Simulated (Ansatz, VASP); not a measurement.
## Two plane-wave programs on Ti

The input INCAR:

```
SYSTEM = Ti
  ALGO = Fast
  EDIFF = 1E-7
  ENCUT = 520
  GGA = PS
  ISIF = 2
  ISMEAR = 0
  LASPH = .True.
  LCHARG = .False.
  LREAL = .False.
  LWAVE = .False.
  NBANDS = 32
  NELM = 100
  PREC = Accurate
  SIGMA = 0.15
```

The input KPOINTS:

```
k-points
0
Gamma
  17 17 5
  0 0 0
```

Contents of POSCAR:

```
Ti
1.0
   -1.6410000000      1.6410000000     -1.6410000000
   -1.6410000000     -1.6410000000      1.6410000000
    0.0000000000      6.9175533906      6.9175533906
Ti
4
Direct
    0.0000000000      0.0000000000      0.8302790995
    0.5000000000      0.5000000000      0.1186112999
    0.0000000000      0.0000000000      0.3558338998
    0.5000000000      0.5000000000      0.5930564997
```

Input for Ansatz:

```yaml
crystal:
  lattice:
    - [-1.641, 1.641, -1.641]
    - [-1.641, -1.641, 1.641]
    - [0.0, 6.9175533906, 6.9175533906]
  atoms:
    - { symbol: Ti, position: [0.0, 0.0, 0.8302790995] }
    - { symbol: Ti, position: [0.5, 0.5, 0.1186112999] }
    - { symbol: Ti, position: [0.0, 0.0, 0.3558338998] }
    - { symbol: Ti, position: [0.5, 0.5, 0.5930564997] }
basis:
  ecutwfc: 420
kpoints:
  mp_grid: { grid: [17, 17, 5] }
hamiltonian:
  xc: pbesol
scf:
  occupations: { method: gaussian, width: 0.15 }
output:
  forces: true
  stress: true
  eigenvalues: true
```

Alike in both runs: task single point; functional PBEsol; k mesh 17 × 17 × 5; occupations gaussian, width 0.15 eV; no spin polarisation.

|  | VASP | Ansatz |
| --- | --- | --- |
| version | VASP 6.6.1 | Ansatz 0.2.0 |
| potentials or method | VASP PAW PBE potentials, release 64 (Ti_sv), cutoff 520 eV | scalar-relativistic, plane waves, PAW |
| valence electrons in the cell | 48 | 48 |

VASP gave:

| Property | Result |
| --- | --- |
| gap on the k mesh at the Fermi level (eV) | none |
| pressure (GPa) | -10.1 |
| traceless stress, the component that is largest in VASP (GPa) | -1.27 |
| rms of the force components (eV/Å) | 0.142 |

Question: Which values does Ansatz return?

Answer: gap on the k mesh at the Fermi level (eV): none; pressure (GPa): -9.9; traceless stress, the component that is largest in VASP (GPa): -1.29; rms of the force components (eV/Å): 0.144.

VASP's potentials were made for PBE, not for PBEsol. Atom by atom the forces differ by 0.003 eV/Å (rms over components). A gap of «none» marks a metal or a gap that the smearing closes.
